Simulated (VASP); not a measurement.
# Ba (I4/mmm) in VASP: a series of runs

Ba is run at these levels: PBE; tasks: single point.

Everything below comes from runs of VASP 6.6.1. Logs are shortened: lines on timing, memory, paths and dates and some standing lists are left out, and cuts for length are marked.

## Step 1: The cell of the first run

It takes space group I4/mmm (No. 139, tetragonal). Conventional cell: a = 5.432 Å, b = 5.432 Å, c = 4.237 Å, α = 90.00°, β = 90.00°, γ = 90.00°. Within 5.6 Å of Ba (site symmetry 4/mmm) lie 14 Ba at 4.24 to 5.43 Å.

## Step 2: Single point, PBE

Input file INCAR:

```
SYSTEM = Ba
PREC = Accurate
ENCUT = 520
EDIFF = 1E-6
ISMEAR = 0
SIGMA = 0.15
LREAL = .FALSE.
LASPH = .TRUE.
NELM = 60
ALGO = Fast
ISIF = 2
LWAVE = .FALSE.
LCHARG = .FALSE.
GGA = PE
NBANDS = 11
```

Input file KPOINTS:

```
regular mesh
0
G
  16 16 16
  0 0 0
```

Input file POSCAR:

```
Ba
1.0
   -2.7158668521      2.7158668521      2.1183761447
    2.7158668521     -2.7158668521      2.1183761447
    2.7158668521      2.7158668521     -2.1183761447
Ba
1
Direct
    0.0000000000      0.0000000000      0.0000000000
```

Potentials or basis: VASP PAW PBE potentials, release 64 (Ba_sv).

The run is started by

```console
> cat potpaw_PBE.64/Ba_sv/POTCAR > POTCAR
> mpirun -np 1 vasp_std > vasp.out
```

OUTCAR:

```text
SYSTEM = Ba
   PREC = Accurate
   ENCUT = 520
   EDIFF = 1E-6
   ISMEAR = 0
   LREAL = .FALSE.
   LASPH = .TRUE.
   NELM = 60
   ISIF = 2
   GGA = PE

 ion  position               nearest neighbor table
   1  0.000  0.000  0.000-

  LATTYP: Found a body centered tetragonal cell.
 ALAT       =     5.4317337042
 C/A-ratio  =     0.7800000000

  Lattice vectors:

 A1 = (  -2.7158668521,   2.7158668521,   2.1183761447)
 A2 = (   2.7158668521,  -2.7158668521,   2.1183761447)
 A3 = (   2.7158668521,   2.7158668521,  -2.1183761447)

Analysis of symmetry for initial positions (statically):
=====================================================================
 Subroutine PRICEL returns:
 Original cell was already a primitive cell.

 Routine SETGRP: Setting up the symmetry group for a
 body centered tetragonal supercell.

 Subroutine GETGRP returns: Found 16 space group operations
 (whereof 16 operations were pure point group operations)
 out of a pool of 16 trial point group operations.

The static configuration has the point symmetry D_4h.

Analysis of symmetry for dynamics (positions and initial velocities):
=====================================================================
 Subroutine PRICEL returns:
 Original cell was already a primitive cell.

 Routine SETGRP: Setting up the symmetry group for a
 body centered tetragonal supercell.

 Subroutine GETGRP returns: Found 16 space group operations
 (whereof 16 operations were pure point group operations)
 out of a pool of 16 trial point group operations.

The dynamic configuration has the point symmetry D_4h.

 Subroutine INISYM returns: Found 16 space group operations
 (whereof 16 operations are pure point group operations),
 and found     1 'primitive' translations

----------------------------------------------------------------------------------------

                                     Primitive cell

  volume of cell :      62.5000

  direct lattice vectors                    reciprocal lattice vectors
    -2.715866852  2.715866852  2.118376145     0.000000000  0.184103282  0.236029848
     2.715866852 -2.715866852  2.118376145     0.184103282  0.000000000  0.236029848
     2.715866852  2.715866852 -2.118376145     0.184103282  0.184103282  0.000000000

  length of vectors
     4.386272108  4.386272108  4.386272108     0.299339452  0.299339452  0.260361358

  position of ions in fractional coordinates (direct lattice)
     0.000000000  0.000000000  0.000000000

  ion indices of the primitive-cell ions
   primitive index   ion index
                 1           1

----------------------------------------------------------------------------------------

 KPOINTS: regular mesh

Automatic generation of k-mesh.
 Grid dimensions read from file:
 generate k-points for:   16   16   16

 Generating k-lattice:

  Cartesian coordinates                     Fractional coordinates (reciprocal lattice)
     0.000000000  0.011506455  0.014751866     0.062500000  0.000000000  0.000000000
     0.011506455  0.000000000  0.014751866     0.000000000  0.062500000  0.000000000
     0.011506455  0.011506455  0.000000000     0.000000000  0.000000000  0.062500000

  Length of vectors
     0.018708716  0.018708716  0.016272585

  Shift w.r.t. Gamma in fractional coordinates (k-lattice)
     0.000000000  0.000000000  0.000000000

 Subroutine IBZKPT returns following result:
 ===========================================

 Found    349 irreducible k-points:

 Following reciprocal coordinates:
            Coordinates               Weight
  0.000000  0.000000  0.000000      1.000000
  0.062500 -0.000000  0.000000      8.000000
  0.125000 -0.000000  0.000000      8.000000
  0.187500 -0.000000  0.000000      8.000000
  0.250000 -0.000000  0.000000      8.000000
  0.312500 -0.000000  0.000000      8.000000
[... 16 lines left out ...]
 -0.125000  0.062500  0.000000     16.000000
 -0.062500  0.062500  0.000000      4.000000
 [... further k-points ...]
   k-points           NKPTS =    349   k-points in BZ     NKDIM =    349   number of bands    NBANDS=     11
   number of dos      NEDOS =    301   number of ions     NIONS =      1
   total plane-waves  NPLWV =  46656
   dimension x,y,z NGX =    36 NGY =   36 NGZ =   36
   dimension x,y,z NGXF=    72 NGYF=   72 NGZF=   72
   ions per type =               1
   NGX,Y,Z   is equivalent  to a cutoff of  13.64, 13.64, 13.64 a.u.
   NGXF,Y,Z  is equivalent  to a cutoff of  27.29, 27.29, 27.29 a.u.
 SYSTEM =  Ba
   PREC   = accura    normal or accurate (medium, high low for compatibility)
   ISTART =      0    job   : 0-new  1-cont  2-samecut
   ICHARG =      2    charge: 1-file 2-atom 10-const
   ISPIN  =      1    spin polarized calculation?
   LNONCOLLINEAR =      F non collinear calculations
   LSORBIT =      F    spin-orbit coupling
   LASPH  =      T    aspherical Exc in radial PAW
   ENCUT  =  520.0 eV  38.22 Ry    6.18 a.u.   8.16  8.16  8.16*2*pi/ulx,y,z
   NELM   =     60;   NELMIN=  2; NELMDL= -5     # of ELM steps
   EDIFF  = 0.1E-05   stopping-criterion for ELM
   LREAL  =      F    real-space projection
   EDIFFG = 0.1E-04   stopping-criterion for IOM
   NSW    =      0    number of steps for IOM
   IBRION =     -1    ionic relax: 0-MD 1-quasi-New 2-CG
   NFREE  =      0    steps in history (QN), initial steepest desc. (CG)
   ISIF   =      2    stress and relaxation
   ISYM   =      2    0-nonsym 1-usesym 2-fastsym
   POTIM  = 0.5000    time-step for ionic-motion
   TEBEG  =    0.0;   TEEND  =   0.0 temperature during run
   PSTRESS=    0.0 pullay stress
   NELECT =      10.0000    total number of electrons
   NUPDOWN=      -1.0000    fix difference up-down
   EMIN   =  10.00;   EMAX   =-10.00  energy-range for DOS
   EFERMI =   0.00;   METHOD = LEGACY
   ISMEAR =     0;   SIGMA  =   0.15  broadening in eV -4-tet -1-fermi 0-gaus
   EFERMI_NEDOS =   21; number of points for ismear=-14 and -15
   IALGO  =     68    algorithm
   IMIX   =      4    mixing-type and parameters
     AMIX     =   0.40;   BMIX     =  1.00
     AMIX_MAG =   1.60;   BMIX_MAG =  1.00
  volume/ion in A,a.u.               =      62.50       421.77
  Fermi-wavevector in a.u.,A,eV,Ry     =   0.888754  1.679501 10.747016  0.789883
  Thomas-Fermi vector in A             =   2.010225
   LORBIT       =      0    0 simple, 1 ext, 2 COOP (PROOUT), +10 PAW based schemes
   GGA     = PE    functional components
   LHFCALC =     F    Hartree Fock is set to
   AEXX    =    0.0000 exact exchange contribution
   IVDW    =     0    specifies the selected vdW correction
   LEPSILON=     F    determine dielectric tensor
   LRPA    =     F    only Hartree local field effects (RPA)
 non-spin polarized calculation
 RMM-DIIS sequential band-by-band and
 Gauss-broadening in eV      SIGMA  =   0.15
  energy-cutoff  :      520.00
  volume of cell :       62.50
 maximum number of plane-waves:      1700
 NGX is ok and might be reduce to    36
   NGX = 17   NGY = 17   NGZ = 17

 number of electron      10.0000000 magnetization

 Free energy of the ion-electron system (eV)
  ---------------------------------------------------
  ext. energy  EPLUGINS =         0.00000000
  ---------------------------------------------------
  free energy    TOTEN  =        -1.85179007 eV

  energy without entropy =       -1.83859807  energy(sigma->0) =       -1.84519407

 E-fermi :   1.7064     XC(G=0):  -7.4295

 val. band max:        1.7019370878   @ k =   0.3125   0.1875   0.1875
 cond. band min:       1.7092978219   @ k =  -0.3125  -0.3750   0.1250
 fundamental gap:      0.0073607341
 Fermi energy:         1.7063903096

 k-point     1 :       0.0000    0.0000    0.0000
  band No.  band energies     occupation
      1     -27.2296      2.00000
      2     -12.1868      2.00000
      3     -12.1868      2.00000
      4     -12.1194      2.00000
      5      -1.0693      2.00000
      6       2.6270      0.00000
      7       3.5966      0.00000
      8       4.3360      0.00000
      9       4.3360      0.00000
     10       5.8242      0.00000
     11       8.1825      0.00000

 k-point     2 :       0.0625   -0.0000    0.0000
  band No.  band energies     occupation
      1     -27.2273      2.00000
      2     -12.1947      2.00000
      3     -12.1920      2.00000
      4     -12.1379      2.00000
      5      -0.9844      2.00000
      6       2.6570      0.00000
      7       3.6283      0.00000
      8       4.2421      0.00000
      9       4.2542      0.00000
     10       5.7148      0.00000
     11       8.4187      0.00000

 k-point     3 :       0.1250   -0.0000    0.0000
  band No.  band energies     occupation
      1     -27.2208      2.00000
      2     -12.2347      2.00000
      3     -12.2069      2.00000
      4     -12.1722      2.00000
      5      -0.7397      2.00000
      6       2.7086      0.00000
      7       3.5982      0.00000
      8       4.1134      0.00000
      9       4.1422      0.00000
     10       5.4948      0.00000
     11       8.9722      0.00000

 k-point     4 :       0.1875   -0.0000    0.0000
  band No.  band energies     occupation
      1     -27.2111      2.00000
      2     -12.3217      2.00000
      3     -12.2289      2.00000
      4     -12.1938      2.00000
      5      -0.3664      2.00000
      6       2.6739      0.00000
      7       3.3160      0.00000
      8       4.1321      0.00000
      9       4.3485      0.00000
     10       5.2808      0.00000
     11       8.9677      0.00000

 k-point     5 :       0.2500   -0.0000    0.0000
  band No.  band energies     occupation
      1     -27.1996      2.00000
      2     -12.4283      2.00000
      3     -12.2546      2.00000
      4     -12.2114      2.00000
      5       0.0756      2.00000
      6       2.5068      0.00000
      7       3.0128      0.00000
      8       4.4255      0.00000
      9       4.7366      0.00000
     10       5.1167      0.00000
     11       8.4859      0.00000
[... 211 lines left out ...]
 k-point    21 :      -0.2500    0.0625   -0.0000
  band No.  band energies     occupation
      1     -27.2071      2.00000
      2     -12.3611      2.00000
      3     -12.2449      2.00000
      4     -12.1967      2.00000
      5      -0.1621      2.00000
      6       2.5825      0.00000
      7       3.1581      0.00000
      8       4.1954      0.00000
      9       4.6502      0.00000
     10       5.2880      0.00000
     11       8.7309      0.00000

 k-point    22 :      -0.1875    0.0625   -0.0000
  band No.  band energies     occupation
      1     -27.2173      2.00000
      2     -12.2800      2.00000
      3     -12.2121      2.00000
      4     -12.1737      2.00000
      5      -0.5687      2.00000
      6       2.6702      0.00000
      7       3.4322      0.00000
      8       4.0407      0.00000
      9       4.4453      0.00000
     10       5.4545      0.00000
     11       9.1261      0.00000

 k-point    23 :      -0.1250    0.0625    0.0000
  band No.  band energies     occupation
      1     -27.2248      2.00000
      2     -12.2309      2.00000
      3     -12.1908      2.00000
      4     -12.1416      2.00000
      5      -0.8634      2.00000
      6       2.6634      0.00000
      7       3.5173      0.00000
      8       4.1799      0.00000
      9       4.4075      0.00000
     10       5.6201      0.00000
     11       8.5623      0.00000

 k-point    24 :      -0.0625    0.0625    0.0000
  band No.  band energies     occupation
      1     -27.2283      2.00000
      2     -12.2051      2.00000
      3     -12.1856      2.00000
      4     -12.1226      2.00000
      5      -1.0072      2.00000
      6       2.6374      0.00000
      7       3.5429      0.00000
      8       4.3051      0.00000
      9       4.3963      0.00000
     10       5.7486      0.00000
     11       8.3078      0.00000

 [... further k-points ...]

------------------------ aborting loop because EDIFF is reached ----------------------------------------

  FORCE on cell =-STRESS in cart. coord.  units (eV):
  Direction    XX          YY          ZZ          XY          YZ          ZX
  --------------------------------------------------------------------------------------
  -------------------------------------------------------------------------------------
  Total       -0.1977424     -0.1977424      0.7709438      0.0000000      0.0000000      0.0000000
  in kB       -5.0690950     -5.0690950     19.7630199      0.0000000      0.0000000      0.0000000
  external PRESSURE =       3.2082766 kB  Pullay stress =       0.0000000 kB

 VOLUME and BASIS-vectors are now :
 -----------------------------------------------------------------------------
  energy-cutoff  :      520.00
  volume of cell :       62.50
      direct lattice vectors                 reciprocal lattice vectors
    -2.715866852  2.715866852  2.118376145     0.000000000  0.184103282  0.236029848
     2.715866852 -2.715866852  2.118376145     0.184103282  0.000000000  0.236029848
     2.715866852  2.715866852 -2.118376145     0.184103282  0.184103282  0.000000000

 POSITION                                       TOTAL-FORCE (eV/Angst)
 -----------------------------------------------------------------------------------
      0.00000      0.00000      0.00000        -0.000000     -0.000000     -0.000000
 -----------------------------------------------------------------------------------
    total drift:                               -0.000000      0.000000      0.000000

  FREE ENERGIE OF THE ION-ELECTRON SYSTEM (eV)
  ---------------------------------------------------
  free  energy   TOTEN  =        -1.8517900749 eV

  energy  without entropy=       -1.8385980701  energy(sigma->0) =       -1.84519407
```

Run time: 2.1 min. Hardware: 1 thread of Intel Xeon Platinum 8488C (Sapphire Rapids), shared host; peak memory 0.38 GiB.

Results:

```yaml
Free_energy: -1.8518 eV
Pressure: 0.3 GPa
Band_gap_on_the_k_mesh: zero (bands 5 and 6 overlap by 0.76 eV)
```

Levels at points of the mesh, in eV from the Fermi level:
| k point | band 3 | band 4 | band 5 | band 6 | band 7 | band 8 |
| --- | --- | --- | --- | --- | --- | --- |
| (0.00, 0.00, 0.00) | -13.89 | -13.83 | -2.78 | 0.92 | 1.89 | 2.63 |
| (0.50, 0.00, 0.00) | -14.03 | -13.96 | -0.85 | 0.24 | 1.66 | 3.02 |
| (0.50, 0.50, 0.00) | -13.91 | -13.86 | -1.06 | 0.77 | 1.86 | 1.97 |
| (0.50, 0.50, 0.50) | -14.25 | -14.00 | -0.74 | -0.46 | 3.48 | 3.48 |

Caveat: spin-orbit coupling is left out, which moves the levels of the heavy elements.

(Continued in part 2 of 2.)
